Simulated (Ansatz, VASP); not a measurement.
Two plane-wave programs on PtS2

Contents of INCAR:

```
PREC = Accurate
ENCUT = 600
EDIFF = 1E-7
ISMEAR = -1
SIGMA = 0.05
LREAL = False
LASPH = True
NELM = 80
ALGO = Fast
ISIF = 2
LWAVE = False
LCHARG = False
LMAXMIX = 4
GGA = PE
NBANDS = 22
```

Contents of KPOINTS:

```
Automatic mesh
0
Gamma
  9 9 5
```

The input POSCAR:

```
PtS2
1.0
    3.5432000000      0.0000000000      0.0000000000
   -1.7716000000      3.0685012107      0.0000000000
    0.0000000000      0.0000000000      5.0388000000
Pt S
1 2
Direct
    0.0000000000      0.0000000000      0.0000000000
    0.6666666667      0.3333333333      0.7730000000
    0.3333333333      0.6666666667      0.2270000000
```

The input KPOINTS_OPT:

```
path GMKGALHA,LM,KH
10
line-mode
reciprocal
 0.0000000000  0.0000000000  0.0000000000  G
 0.5000000000  0.0000000000  0.0000000000  M

 0.5000000000  0.0000000000  0.0000000000  M
 0.3333333333  0.3333333333  0.0000000000  K

 0.3333333333  0.3333333333  0.0000000000  K
 0.0000000000  0.0000000000  0.0000000000  G

 0.0000000000  0.0000000000  0.0000000000  G
 0.0000000000  0.0000000000  0.5000000000  A

 0.0000000000  0.0000000000  0.5000000000  A
 0.5000000000  0.0000000000  0.5000000000  L

 0.5000000000  0.0000000000  0.5000000000  L
 0.3333333333  0.3333333333  0.5000000000  H

 0.3333333333  0.3333333333  0.5000000000  H
 0.0000000000  0.0000000000  0.5000000000  A

 0.5000000000  0.0000000000  0.5000000000  L
 0.5000000000  0.0000000000  0.0000000000  M

 0.3333333333  0.3333333333  0.0000000000  K
 0.3333333333  0.3333333333  0.5000000000  H
```

Contents of input.yaml:

```yaml
crystal:
  lattice:
    - [3.5432, 0.0, 0.0]
    - [-1.7716, 3.0685012107, 0.0]
    - [0.0, 0.0, 5.0388]
  atoms:
    - { symbol: Pt, position: [0.0, 0.0, 0.0] }
    - { symbol: S, position: [0.6666666667, 0.3333333333, 0.773] }
    - { symbol: S, position: [0.3333333333, 0.6666666667, 0.227] }
hamiltonian:
  xc: pbe
  pseudopotentials: { kind: paw }
kpoints:
  mp_grid: { grid: [9, 9, 5] }
  band_path:
    path:
      - [[0.0, 0.0, 0.0], [0.5, 0.0, 0.0], [0.3333333333, 0.3333333333, 0.0], [0.0, 0.0, 0.0], [0.0, 0.0, 0.5], [0.5, 0.0, 0.5], [0.3333333333, 0.3333333333, 0.5], [0.0, 0.0, 0.5]]
      - [[0.5, 0.0, 0.5], [0.5, 0.0, 0.0]]
      - [[0.3333333333, 0.3333333333, 0.0], [0.3333333333, 0.3333333333, 0.5]]
    npoints: 14
scf:
  occupations: { method: fermi_dirac, width: 0.05 }
  n_extra_bands: 7
output:
  forces: true
  stress: true
  eigenvalues: true
  fatbands: false
  write_density: true
  write_potential: true
  elf: true
  volumetric_format: npy
```

Alike in both runs: task band structure; functional PBE; k mesh 9 × 9 × 5; occupations fermi-dirac, width 0.05 eV; no spin polarisation.

|  | VASP | Ansatz |
| --- | --- | --- |
| version | VASP 6.6.1 | Ansatz 0.2.0 |
| potentials or method | VASP PAW PBE potentials, release 64 (Pt_sv_GW, S_GW) | Ansatz PAW |
| plane-wave cutoff (eV) | 600 | 420 |
| valence electrons in the cell | 30 | 30 |

```tsv
	VASP	Ansatz	Ansatz less VASP
gap on the k mesh at the Fermi level (eV)	1.01	1.02	+0.004
least direct gap on the mesh (eV)	1.06	1.07	+0.004
pressure (GPa)	11.4	11.6	+0.18
traceless stress, the component that is largest in VASP (GPa)	-1.19	-1.17	+0.021
rms of the force components (eV/Å)	0.600	0.592	-0.0072
```

Atom by atom the forces differ by 0.007 eV/Å (rms over components).

Neither program's run includes spin-orbit coupling.
